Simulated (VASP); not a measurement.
# C (Fd-3m) in VASP: notebook

The runs below take C through phonons, with r2SCAN.

Program: VASP 6.6.1. These are calculated values, not measurements. Logs are shortened: lines on timing, memory, paths and dates and some standing lists are left out, and cuts for length are marked.

**1. The cell of the first run**

Symmetry: Fd-3m, No. 227, cubic system. Conventional cell: a = 3.523 Å, b = 3.523 Å, c = 3.523 Å, α = 90.00°, β = 90.00°, γ = 90.00°. C (site symmetry -43m) has 4 C at 1.53 Å within 2.0 Å.

**2. Phonons, r2SCAN**

Contents of INCAR:

```
SYSTEM = C
  ALGO = Normal
  EDIFF = 1E-8
  ENCUT = 520
  IBRION = 6
  ISIF = 2
  ISMEAR = 0
  LASPH = .True.
  LCHARG = .False.
  LMIXTAU = .True.
  LREAL = .False.
  LWAVE = .False.
  METAGGA = R2SCAN
  NBANDS = 11
  NELM = 100
  NFREE = 2
  NSW = 1
  POTIM = 0.015
  PREC = Accurate
  SIGMA = 0.01
```

Contents of KPOINTS:

```
k-points
0
Gamma
  12 12 12
  0 0 0
```

Contents of POSCAR:

```
C
1.0
    1.7615716749      1.7615716749      0.0000000000
   -1.7615716749      1.7615716749      0.0000000000
    0.0000000000      1.7615716749      1.7615716749
C
2
Direct
    0.5000000000      0.5000000000      0.0000000000
    0.7500000000      0.2500000000      0.5000000000
```

Potentials or basis: VASP PAW PBE potentials, release 64 (C).

Started as:

```console
cat potpaw_PBE.64/C/POTCAR > POTCAR
mpirun -np 1 vasp_std > vasp.out
```

OUTCAR:

```text
SYSTEM = C
   EDIFF = 1E-8
   ENCUT = 520
   IBRION = 6
   ISIF = 2
   ISMEAR = 0
   LASPH = .True.
   LREAL = .False.
   METAGGA = R2SCAN
   NELM = 100
   NFREE = 2
   NSW = 1
   POTIM = 0.015
   PREC = Accurate

 ion  position               nearest neighbor table
   1  0.500  0.500  0.000-   2 1.53   2 1.53   2 1.53   2 1.53
   2  0.750  0.250  0.500-   1 1.53   1 1.53   1 1.53   1 1.53

  LATTYP: Found a face centered cubic cell.
 ALAT       =     3.5231433498

  Lattice vectors:

 A1 = (   0.0000000000,   1.7615716749,   1.7615716749)
 A2 = (   1.7615716749,   0.0000000000,   1.7615716749)
 A3 = (   1.7615716749,   1.7615716749,   0.0000000000)

Analysis of symmetry for initial positions (statically):
=====================================================================
 Subroutine PRICEL returns:
 Original cell was already a primitive cell.

 Routine SETGRP: Setting up the symmetry group for a
 face centered cubic supercell.

 Subroutine GETGRP returns: Found 48 space group operations
 (whereof 24 operations were pure point group operations)
 out of a pool of 48 trial point group operations.

The static configuration has the point symmetry T_d .
 The point group associated with its full space group is O_h .

Analysis of symmetry for dynamics (positions and initial velocities):
=====================================================================
 Subroutine PRICEL returns:
 Original cell was already a primitive cell.

 Routine SETGRP: Setting up the symmetry group for a
 face centered cubic supercell.

 Subroutine GETGRP returns: Found 48 space group operations
 (whereof 24 operations were pure point group operations)
 out of a pool of 48 trial point group operations.

The dynamic configuration has the point symmetry T_d .
 The point group associated with its full space group is O_h .

 Subroutine INISYM returns: Found 48 space group operations
 (whereof 24 operations are pure point group operations),
 and found     1 'primitive' translations

----------------------------------------------------------------------------------------

                                     Primitive cell

  volume of cell :      10.9328

  direct lattice vectors                    reciprocal lattice vectors
     1.761571675  1.761571675  0.000000000     0.283837443  0.283837443 -0.283837443
    -1.761571675  1.761571675  0.000000000    -0.283837443  0.283837443 -0.283837443
     0.000000000  1.761571675  1.761571675     0.000000000  0.000000000  0.567674886

  length of vectors
     2.491238554  2.491238554  2.491238554     0.491620872  0.491620872  0.567674886

  position of ions in fractional coordinates (direct lattice)
     0.500000000  0.500000000  0.000000000
     0.750000000  0.250000000  0.500000000

  ion indices of the primitive-cell ions
   primitive index   ion index
                 1           1
                 2           2

----------------------------------------------------------------------------------------

 KPOINTS: k-points

Automatic generation of k-mesh.
 Grid dimensions read from file:
 generate k-points for:   12   12   12

 Generating k-lattice:

  Cartesian coordinates                     Fractional coordinates (reciprocal lattice)
     0.023653120  0.023653120 -0.023653120     0.083333333  0.000000000  0.000000000
    -0.023653120  0.023653120 -0.023653120     0.000000000  0.083333333  0.000000000
     0.000000000  0.000000000  0.047306241     0.000000000  0.000000000  0.083333333
[... 57 lines left out ...]
   EDIFF  = 0.1E-07   stopping-criterion for ELM
   LREAL  =      F    real-space projection
   EDIFFG = 0.1E-06   stopping-criterion for IOM
   NSW    =     61    number of steps for IOM
   IBRION =      6    ionic relax: 0-MD 1-quasi-New 2-CG
   NFREE  =      2    steps in history (QN), initial steepest desc. (CG)
   ISIF   =      2    stress and relaxation
   ISYM   =      2    0-nonsym 1-usesym 2-fastsym
   POTIM  = 0.0150    time-step for ionic-motion
   TEBEG  =    0.0;   TEEND  =   0.0 temperature during run
   PSTRESS=    0.0 pullay stress
   NELECT =       8.0000    total number of electrons
   NUPDOWN=      -1.0000    fix difference up-down
   EMIN   =  10.00;   EMAX   =-10.00  energy-range for DOS
   EFERMI =   0.00;   METHOD = LEGACY
   ISMEAR =     0;   SIGMA  =   0.01  broadening in eV -4-tet -1-fermi 0-gaus
   EFERMI_NEDOS =   21; number of points for ismear=-14 and -15
   IALGO  =     38    algorithm
   IMIX   =      4    mixing-type and parameters
     AMIX     =   0.40;   BMIX     =  1.00
     AMIX_MAG =   1.60;   BMIX_MAG =  1.00
  volume/ion in A,a.u.               =       5.47        36.89
  Fermi-wavevector in a.u.,A,eV,Ry     =   1.475235  2.787790 29.610604  2.176318
  Thomas-Fermi vector in A             =   2.589909
   LORBIT       =      0    0 simple, 1 ext, 2 COOP (PROOUT), +10 PAW based schemes
   METAGGA = R2SCAN    functional components
   LHFCALC =     F    Hartree Fock is set to
   AEXX    =    0.0000 exact exchange contribution
   IVDW    =     0    specifies the selected vdW correction
   LEPSILON=     F    determine dielectric tensor
   LRPA    =     F    only Hartree local field effects (RPA)
 finite differences with symmetry
 non-spin polarized calculation
 Gauss-broadening in eV      SIGMA  =   0.01
  energy-cutoff  :      520.00
  volume of cell :       10.93
 maximum number of plane-waves:       304
   NGX =  9   NGY =  9   NGZ =  9

--------------------------------------- Ionic step        1  -------------------------------------------

 number of electron       7.9999999 magnetization

 Free energy of the ion-electron system (eV)
  ---------------------------------------------------
  ext. energy  EPLUGINS =         0.00000000
  ---------------------------------------------------
  free energy    TOTEN  =       -19.63792766 eV

  energy without entropy =      -19.63792766  energy(sigma->0) =      -19.63792766

------------------------ aborting loop because EDIFF is reached ----------------------------------------

  FORCE on cell =-STRESS in cart. coord.  units (eV):
  Direction    XX          YY          ZZ          XY          YZ          ZX
  --------------------------------------------------------------------------------------
  -------------------------------------------------------------------------------------
  Total        1.1101518      1.1101518      1.1101518     -0.0000000     -0.0000000     -0.0000000
  in kB      162.6904245    162.6904245    162.6904245     -0.0000000     -0.0000000     -0.0000000
  external PRESSURE =     162.6904245 kB  Pullay stress =       0.0000000 kB
[... 59 lines left out ...]
--------------------------------------- Ionic step        3  -------------------------------------------

 number of electron       7.9999999 magnetization

 Free energy of the ion-electron system (eV)
  ---------------------------------------------------
  ext. energy  EPLUGINS =         0.00000000
  ---------------------------------------------------
  free energy    TOTEN  =       -19.63328278 eV

  energy without entropy =      -19.63328278  energy(sigma->0) =      -19.63328278

 E-fermi :  10.6169     XC(G=0): -14.4617

 val. band max:       10.5078142444   @ k =   0.0000   0.0000   0.0000
 cond. band min:      14.6815214567   @ k =   0.0000   0.0000  -0.3333
 fundamental gap:      4.1737072123
 Fermi energy:        10.6168597369

 k-point     1 :       0.0000    0.0000    0.0000
  band No.  band energies     occupation
      1     -12.9567      2.00000
      2      10.0049      2.00000
      3      10.2599      2.00000
      4      10.5078      2.00000
      5      15.9781      0.00000
      6      16.1898      0.00000
      7      16.4128      0.00000
      8      24.9693      0.00000
      9      31.1645      0.00000
     10      38.0578      0.00000
     11      38.0595      0.00000
[... 309 lines left out ...]
 k-point    24 :      -0.4167    0.1667    0.0000
  band No.  band energies     occupation
      1      -8.4855      2.00000
      2      -0.4053      2.00000
      3       5.5100      2.00000
      4       5.9135      2.00000
      5      17.4953      0.00000
      6      21.9958      0.00000
      7      22.4547      0.00000
      8      23.9065      0.00000
      9      33.1729      0.00000
     10      34.5745      0.00000
     11      39.4847      0.00000

 [... further k-points ...]
[... 5 lines left out ...]
  --------------------------------------------------------------------------------------
  -------------------------------------------------------------------------------------
  Total        1.1128338      1.1176246      1.1176246      0.0000000     -0.0647091     -0.0000000
  in kB      163.0834748    163.7855530    163.7855530      0.0000000     -9.4829859     -0.0000000
  external PRESSURE =     163.5515269 kB  Pullay stress =       0.0000000 kB
[... 17 lines left out ...]
  FREE ENERGIE OF THE ION-ELECTRON SYSTEM (eV)
  ---------------------------------------------------
  free  energy   TOTEN  =       -19.6332827809 eV

  energy  without entropy=      -19.6332827809  energy(sigma->0) =      -19.63328278

 INTERNAL STRAIN TENSORS FROM DISPLACED ATOMS
 ============================================

 INTERNAL STRAIN TENSOR FOR ION    1 for displacements in x,y,z  (eV/Angst):
          X           Y           Z          XY          YZ          ZX
  --------------------------------------------------------------------------------
  x     0.00000     0.00000     0.00000     0.00000     4.31165     0.00000
  y     0.00000     0.00000     0.00000     0.00000     0.00000     4.31165
  z     0.00000     0.00000     0.00000     4.31165     0.00000    -0.00000

 INTERNAL STRAIN TENSOR FOR ION    2 for displacements in x,y,z  (eV/Angst):
          X           Y           Z          XY          YZ          ZX
  --------------------------------------------------------------------------------
  x     0.00000    -0.00000    -0.00000    -0.00000    -4.31165    -0.00000
  y    -0.00000     0.00000    -0.00000    -0.00000    -0.00000    -4.31165
  z    -0.00000    -0.00000     0.00000    -4.31165    -0.00000     0.00000

 Eigenvectors and eigenvalues of the dynamical matrix
 ----------------------------------------------------

   1 f  =   40.988129 THz   257.536011 2PiTHz 1367.216822 cm-1   169.513205 meV
             X         Y         Z           dx          dy          dz
      0.000000  1.761572  0.000000     0.000000   -0.707107    0.000000
      0.880786  2.642358  0.880786     0.000000    0.707107    0.000000
[... 21 lines left out ...]
   6 f  =    0.000000 THz     0.000000 2PiTHz    0.000000 cm-1     0.000000 meV
             X         Y         Z           dx          dy          dz
      0.000000  1.761572  0.000000     0.000000    0.000000    0.707107
      0.880786  2.642358  0.880786     0.000000    0.000000    0.707107

 ELASTIC MODULI CONTR FROM IONIC RELAXATION (kBar)
 Direction    XX          YY          ZZ          XY          YZ          ZX
 --------------------------------------------------------------------------------
 XX          -0.0000     -0.0000     -0.0000     -0.0000     -0.0000     -0.0000
 YY          -0.0000     -0.0000     -0.0000     -0.0000     -0.0000      0.0000
 ZZ          -0.0000     -0.0000     -0.0000     -0.0000     -0.0000     -0.0000
 XY          -0.0000     -0.0000     -0.0000    -65.9936     -0.0000      0.0000
 YZ          -0.0000     -0.0000     -0.0000     -0.0000    -65.9936     -0.0000
 ZX          -0.0000      0.0000     -0.0000      0.0000     -0.0000    -65.9936
 --------------------------------------------------------------------------------
```

Run time: 1.8 min. Hardware: 1 thread of Intel Xeon 6975P-C (Granite Rapids), shared host; peak memory 0.16 GiB.

Results:

```yaml
Highest_phonon_frequency_at_Γ: 1367 cm⁻¹
```

Phonon frequencies in cm⁻¹ (negative: imaginary):
```csv
q point,frequencies
"(0.000, 0.000, 0.000)",0 0 0 1367 1367 1367
```

Caveat: the cell wasn't relaxed at this level first, which shifts response properties; the PAW data sets were made with another functional, which shifts forces and pressure a little.

[end of part 1 of 2]
